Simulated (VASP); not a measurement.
# CdTe (kn) (F-43m) in VASP: single point with PBEsol

Aim: the single point of CdTe (kn) with PBEsol.

All numbers are computed with VASP 6.6.1; they aren't measurements. Logs are shortened: lines on timing, memory, paths and dates and some standing lists are left out, and cuts for length are marked.

## 1. The cell of the first run

The structure is cubic, space group F-43m (No. 216). Conventional cell: a = 6.490 Å, b = 6.490 Å, c = 6.490 Å, α = 90.00°, β = 90.00°, γ = 90.00°. Cd (site symmetry -43m) has 4 Te at 2.81 Å within 3.7 Å. Within 3.7 Å of Te (site symmetry -43m) lie 4 Cd at 2.81 Å.

## 2. Single point, PBEsol

The input, INCAR:

```
PREC     = Accurate       # precision mode
ENCUT    = 500            # plane-wave cutoff, eV
EDIFF    = 1E-6           # SCF threshold, eV
ISMEAR   = 0              # smearing method
SIGMA    = 0.02           # smearing width, eV
LREAL    = F              # projectors in reciprocal space
LASPH    = T              # aspherical terms in the spheres
NELM     = 120            # most SCF steps
ALGO     = Normal         # electronic algorithm
ISIF     = 2              # what is computed and relaxed
LWAVE    = F              # write WAVECAR
LCHARG   = F              # write CHGCAR
GGA      = PS             # functional
NBANDS   = 16             # bands
GGA_COMPAT= F
```

The input, KPOINTS:

```
Automatic mesh
0
Gamma
  6 6 6
```

The input, POSCAR:

```
CdTe
1.0
    0.0000000000      3.2448056004      3.2448056004
    3.2448056004      0.0000000000      3.2448056004
    3.2448056004      3.2448056004      0.0000000000
Cd Te
1 1
Direct
    0.0000000000      0.0000000000      0.0000000000
    0.2500000000      0.2500000000      0.2500000000
```

Potentials or basis: VASP PAW PBE potentials, release 64 (Cd, Te).

Command:

```console
$ cat potpaw_PBE.64/Cd/POTCAR potpaw_PBE.64/Te/POTCAR > POTCAR
$ mpirun -np 1 vasp_std > vasp.out
```

OUTCAR:

```text
PREC = Accurate
   ENCUT = 500
   EDIFF = 1E-6
   ISMEAR = 0
   LREAL = F
   LASPH = T
   NELM = 120
   ISIF = 2
   GGA = PS

 ion  position               nearest neighbor table
   1  0.000  0.000  0.000-   2 2.81   2 2.81   2 2.81   2 2.81
   2  0.250  0.250  0.250-   1 2.81   1 2.81   1 2.81   1 2.81

  LATTYP: Found a face centered cubic cell.
 ALAT       =     6.4896112008

  Lattice vectors:

 A1 = (   0.0000000000,   3.2448056004,   3.2448056004)
 A2 = (   3.2448056004,   0.0000000000,   3.2448056004)
 A3 = (   3.2448056004,   3.2448056004,   0.0000000000)

Analysis of symmetry for initial positions (statically):
=====================================================================
 Subroutine PRICEL returns:
 Original cell was already a primitive cell.

 Routine SETGRP: Setting up the symmetry group for a
 face centered cubic supercell.

 Subroutine GETGRP returns: Found 24 space group operations
 (whereof 24 operations were pure point group operations)
 out of a pool of 48 trial point group operations.

The static configuration has the point symmetry T_d .

Analysis of symmetry for dynamics (positions and initial velocities):
=====================================================================
 Subroutine PRICEL returns:
 Original cell was already a primitive cell.

 Routine SETGRP: Setting up the symmetry group for a
 face centered cubic supercell.

 Subroutine GETGRP returns: Found 24 space group operations
 (whereof 24 operations were pure point group operations)
 out of a pool of 48 trial point group operations.

The dynamic configuration has the point symmetry T_d .

 Subroutine INISYM returns: Found 24 space group operations
 (whereof 24 operations are pure point group operations),
 and found     1 'primitive' translations

----------------------------------------------------------------------------------------

                                     Primitive cell

  volume of cell :      68.3276

  direct lattice vectors                    reciprocal lattice vectors
     0.000000000  3.244805600  3.244805600    -0.154092436  0.154092436  0.154092436
     3.244805600  0.000000000  3.244805600     0.154092436 -0.154092436  0.154092436
     3.244805600  3.244805600  0.000000000     0.154092436  0.154092436 -0.154092436

  length of vectors
     4.588848087  4.588848087  4.588848087     0.266895929  0.266895929  0.266895929

  position of ions in fractional coordinates (direct lattice)
     0.000000000  0.000000000  0.000000000
     0.250000000  0.250000000  0.250000000

  ion indices of the primitive-cell ions
   primitive index   ion index
                 1           1
                 2           2

----------------------------------------------------------------------------------------

 KPOINTS: Automatic mesh

Automatic generation of k-mesh.
 Grid dimensions read from file:
 generate k-points for:    6    6    6

 Generating k-lattice:

  Cartesian coordinates                     Fractional coordinates (reciprocal lattice)
    -0.025682073  0.025682073  0.025682073     0.166666667  0.000000000  0.000000000
     0.025682073 -0.025682073  0.025682073     0.000000000  0.166666667  0.000000000
     0.025682073  0.025682073 -0.025682073     0.000000000  0.000000000  0.166666667

  Length of vectors
     0.044482655  0.044482655  0.044482655

  Shift w.r.t. Gamma in fractional coordinates (k-lattice)
     0.000000000  0.000000000  0.000000000

 Subroutine IBZKPT returns following result:
 ===========================================

 Found     16 irreducible k-points:

 Following reciprocal coordinates:
            Coordinates               Weight
  0.000000  0.000000  0.000000      1.000000
  0.166667  0.000000  0.000000      8.000000
  0.333333  0.000000  0.000000      8.000000
  0.500000  0.000000  0.000000      4.000000
  0.166667  0.166667  0.000000      6.000000
  0.333333  0.166667  0.000000     24.000000
[... 8 lines left out ...]
 -0.333333  0.333333  0.166667     24.000000
 -0.333333  0.500000  0.166667     12.000000
   k-points           NKPTS =     16   k-points in BZ     NKDIM =     16   number of bands    NBANDS=     16
   number of dos      NEDOS =    301   number of ions     NIONS =      2
   total plane-waves  NPLWV =  46656
   dimension x,y,z NGX =    36 NGY =   36 NGZ =   36
   dimension x,y,z NGXF=    72 NGYF=   72 NGZF=   72
   ions per type =               1   1
   NGX,Y,Z   is equivalent  to a cutoff of  13.04, 13.04, 13.04 a.u.
   NGXF,Y,Z  is equivalent  to a cutoff of  26.08, 26.08, 26.08 a.u.
 SYSTEM =  unknown system
   PREC   = accura    normal or accurate (medium, high low for compatibility)
   ISTART =      0    job   : 0-new  1-cont  2-samecut
   ICHARG =      2    charge: 1-file 2-atom 10-const
   ISPIN  =      1    spin polarized calculation?
   LNONCOLLINEAR =      F non collinear calculations
   LSORBIT =      F    spin-orbit coupling
   LASPH  =      T    aspherical Exc in radial PAW
   ENCUT  =  500.0 eV  36.75 Ry    6.06 a.u.   8.37  8.37  8.37*2*pi/ulx,y,z
   NELM   =    120;   NELMIN=  2; NELMDL= -5     # of ELM steps
   EDIFF  = 0.1E-05   stopping-criterion for ELM
   LREAL  =      F    real-space projection
   EDIFFG = 0.1E-04   stopping-criterion for IOM
   NSW    =      0    number of steps for IOM
   IBRION =     -1    ionic relax: 0-MD 1-quasi-New 2-CG
   NFREE  =      0    steps in history (QN), initial steepest desc. (CG)
   ISIF   =      2    stress and relaxation
   ISYM   =      2    0-nonsym 1-usesym 2-fastsym
   POTIM  = 0.5000    time-step for ionic-motion
   TEBEG  =    0.0;   TEEND  =   0.0 temperature during run
   PSTRESS=    0.0 pullay stress
   NELECT =      18.0000    total number of electrons
   NUPDOWN=      -1.0000    fix difference up-down
   EMIN   =  10.00;   EMAX   =-10.00  energy-range for DOS
   EFERMI =   0.00;   METHOD = LEGACY
   ISMEAR =     0;   SIGMA  =   0.02  broadening in eV -4-tet -1-fermi 0-gaus
   EFERMI_NEDOS =   21; number of points for ismear=-14 and -15
   IALGO  =     38    algorithm
   IMIX   =      4    mixing-type and parameters
     AMIX     =   0.40;   BMIX     =  1.00
     AMIX_MAG =   1.60;   BMIX_MAG =  1.00
  volume/ion in A,a.u.               =      34.16       230.55
  Fermi-wavevector in a.u.,A,eV,Ry     =   1.049463  1.983197 14.985074  1.101372
  Thomas-Fermi vector in A             =   2.184426
   LORBIT       =      0    0 simple, 1 ext, 2 COOP (PROOUT), +10 PAW based schemes
   GGA     = PS    functional components
   LHFCALC =     F    Hartree Fock is set to
   AEXX    =    0.0000 exact exchange contribution
   IVDW    =     0    specifies the selected vdW correction
   LEPSILON=     F    determine dielectric tensor
   LRPA    =     F    only Hartree local field effects (RPA)
 non-spin polarized calculation
 Gauss-broadening in eV      SIGMA  =   0.02
  energy-cutoff  :      500.00
  volume of cell :       68.33
 maximum number of plane-waves:      1759
 NGX is ok and might be reduce to    36
   NGX = 17   NGY = 17   NGZ = 17

 number of electron      17.9999997 magnetization

 Free energy of the ion-electron system (eV)
  ---------------------------------------------------
  ext. energy  EPLUGINS =         0.00000000
  ---------------------------------------------------
  free energy    TOTEN  =        -5.48354630 eV

  energy without entropy =       -5.48354630  energy(sigma->0) =       -5.48354630

 E-fermi :   2.2970     XC(G=0):  -8.7621

 val. band max:        2.1784696035   @ k =   0.0000   0.0000   0.0000
 cond. band min:       2.8270242264   @ k =   0.0000   0.0000   0.0000
 fundamental gap:      0.6485546229
 Fermi energy:         2.2969889052

 k-point     1 :       0.0000    0.0000    0.0000
  band No.  band energies     occupation
      1      -9.0105      2.00000
      2      -6.0673      2.00000
      3      -6.0673      2.00000
      4      -6.0673      2.00000
      5      -5.8055      2.00000
      6      -5.8055      2.00000
[... 8 lines left out ...]
     15      11.5144      0.00000
     16      11.5144      0.00000

 k-point     2 :       0.1667    0.0000    0.0000
  band No.  band energies     occupation
      1      -8.9097      2.00000
      2      -6.0486      2.00000
      3      -6.0486      2.00000
      4      -5.9859      2.00000
      5      -5.8067      2.00000
      6      -5.8067      2.00000
[... 8 lines left out ...]
     15      10.5952      0.00000
     16      10.5952      0.00000

 k-point     3 :       0.3333    0.0000    0.0000
  band No.  band energies     occupation
      1      -8.7074      2.00000
      2      -6.0164      2.00000
      3      -6.0164      2.00000
      4      -5.8028      2.00000
      5      -5.8028      2.00000
      6      -5.7105      2.00000
[... 8 lines left out ...]
     15      11.0018      0.00000
     16      11.0018      0.00000

 k-point     4 :       0.5000    0.0000    0.0000
  band No.  band energies     occupation
      1      -8.6079      2.00000
      2      -6.0039      2.00000
      3      -6.0039      2.00000
      4      -5.7966      2.00000
      5      -5.7966      2.00000
      6      -5.4623      2.00000
[... 8 lines left out ...]
     15      12.4277      0.00000
     16      12.4277      0.00000

 k-point     5 :       0.1667    0.1667    0.0000
  band No.  band energies     occupation
      1      -8.8764      2.00000
      2      -6.0296      2.00000
      3      -6.0296      2.00000
      4      -5.9871      2.00000
      5      -5.8139      2.00000
      6      -5.7978      2.00000
[... 8 lines left out ...]
     15      11.2384      0.00000
     16      11.7555      0.00000

 k-point     6 :       0.3333    0.1667    0.0000
  band No.  band energies     occupation
      1      -8.7090      2.00000
      2      -6.0046      2.00000
      3      -5.9932      2.00000
      4      -5.8579      2.00000
      5      -5.7920      2.00000
      6      -5.7349      2.00000
[... 8 lines left out ...]
     15      11.8343      0.00000
     16      11.8919      0.00000

 k-point     7 :       0.5000    0.1667    0.0000
  band No.  band energies     occupation
      1      -8.5778      2.00000
      2      -5.9899      2.00000
      3      -5.9776      2.00000
      4      -5.8221      2.00000
      5      -5.7936      2.00000
      6      -5.4385      2.00000
[... 8 lines left out ...]
     15      12.0784      0.00000
     16      12.5199      0.00000

 k-point     8 :      -0.3333    0.1667    0.0000
  band No.  band energies     occupation
      1      -8.6101      2.00000
      2      -5.9916      2.00000
      3      -5.9909      2.00000
      4      -5.8091      2.00000
      5      -5.8082      2.00000
      6      -5.5217      2.00000
[... 8 lines left out ...]
     15      11.2499      0.00000
     16      12.4272      0.00000

 k-point     9 :      -0.1667    0.1667    0.0000
  band No.  band energies     occupation
      1      -8.7754      2.00000
      2      -6.0272      2.00000
      3      -6.0129      2.00000
      4      -5.8596      2.00000
      5      -5.8154      2.00000
      6      -5.7831      2.00000
[... 8 lines left out ...]
     15      11.0694      0.00000
     16      11.8297      0.00000

 k-point    10 :       0.3333    0.3333    0.0000
  band No.  band energies     occupation
      1      -8.6115      2.00000
      2      -5.9477      2.00000
      3      -5.9477      2.00000
      4      -5.8982      2.00000
      5      -5.7824      2.00000
      6      -5.6218      2.00000
[... 8 lines left out ...]
     15      12.4230      0.00000
     16      14.0262      0.00000

 k-point    11 :       0.5000    0.3333    0.0000
  band No.  band energies     occupation
      1      -8.5163      2.00000
      2      -5.9467      2.00000
      3      -5.9264      2.00000
      4      -5.8723      2.00000
      5      -5.7835      2.00000
      6      -5.3738      2.00000
[... 8 lines left out ...]
     15      12.8251      0.00000
     16      13.5830      0.00000

 k-point    12 :      -0.3333    0.3333    0.0000
  band No.  band energies     occupation
      1      -8.5167      2.00000
      2      -5.9663      2.00000
      3      -5.9457      2.00000
      4      -5.8334      2.00000
      5      -5.8008      2.00000
      6      -5.3124      2.00000
[... 8 lines left out ...]
     15      11.1230      0.00000
     16      14.2659      0.00000

 k-point    13 :       0.5000    0.5000    0.0000
  band No.  band energies     occupation
      1      -8.4849      2.00000
      2      -5.9121      2.00000
      3      -5.9031      2.00000
      4      -5.9031      2.00000
      5      -5.7747      2.00000
      6      -5.3274      2.00000
[... 8 lines left out ...]
     15      12.9874      0.00000
     16      13.6818      0.00000

 k-point    14 :       0.5000    0.3333    0.1667
  band No.  band energies     occupation
      1      -8.5793      2.00000
      2      -5.9716      2.00000
      3      -5.9641      2.00000
      4      -5.8476      2.00000
      5      -5.7929      2.00000
      6      -5.4983      2.00000
[... 8 lines left out ...]
     15      12.3729      0.00000
     16      13.5430      0.00000

 k-point    15 :      -0.3333    0.3333    0.1667
  band No.  band energies     occupation
      1      -8.5167      2.00000
      2      -5.9640      2.00000
      3      -5.9493      2.00000
      4      -5.8304      2.00000
      5      -5.8026      2.00000
      6      -5.3116      2.00000
[... 8 lines left out ...]
     15      12.5687      0.00000
     16      13.3378      0.00000

 k-point    16 :      -0.3333    0.5000    0.1667
  band No.  band energies     occupation
      1      -8.4861      2.00000
      2      -5.9360      2.00000
      3      -5.9347      2.00000
      4      -5.8539      2.00000
      5      -5.7927      2.00000
      6      -5.2645      2.00000
[... 8 lines left out ...]
     15      13.2072      0.00000
     16      13.4413      0.00000

------------------------ aborting loop because EDIFF is reached ----------------------------------------

  FORCE on cell =-STRESS in cart. coord.  units (eV):
  Direction    XX          YY          ZZ          XY          YZ          ZX
  --------------------------------------------------------------------------------------
  -------------------------------------------------------------------------------------
  Total        0.0740001      0.0740001      0.0740001      0.0000000      0.0000000     -0.0000000
  in kB        1.7351884      1.7351884      1.7351884      0.0000000      0.0000000     -0.0000000
  external PRESSURE =       1.7351884 kB  Pullay stress =       0.0000000 kB

 VOLUME and BASIS-vectors are now :
 -----------------------------------------------------------------------------
  energy-cutoff  :      500.00
  volume of cell :       68.33
      direct lattice vectors                 reciprocal lattice vectors
     0.000000000  3.244805600  3.244805600    -0.154092436  0.154092436  0.154092436
     3.244805600  0.000000000  3.244805600     0.154092436 -0.154092436  0.154092436
     3.244805600  3.244805600  0.000000000     0.154092436  0.154092436 -0.154092436

 POSITION                                       TOTAL-FORCE (eV/Angst)
 -----------------------------------------------------------------------------------
      0.00000      0.00000      0.00000         0.000000      0.000000      0.000000
      1.62240      1.62240      1.62240        -0.000000     -0.000000     -0.000000
 -----------------------------------------------------------------------------------
    total drift:                                0.000000      0.000000      0.000000

  FREE ENERGIE OF THE ION-ELECTRON SYSTEM (eV)
  ---------------------------------------------------
  free  energy   TOTEN  =        -5.4835463049 eV

  energy  without entropy=       -5.4835463049  energy(sigma->0) =       -5.48354630
```

It took 14 s on 1 thread of AMD EPYC 9R45 (Zen 5), shared host; peak memory 0.17 GiB.

What came out:

* Free energy: -5.4835 eV
* Pressure: 0.2 GPa
* Band gap on the k mesh: 0.65 eV, direct

Caveat: the PAW data sets were made with another functional, which shifts forces and pressure a little; spin-orbit coupling is left out, which moves the levels of the heavy elements. PBEsol gaps usually lie below the measured ones, often by a third to a half.
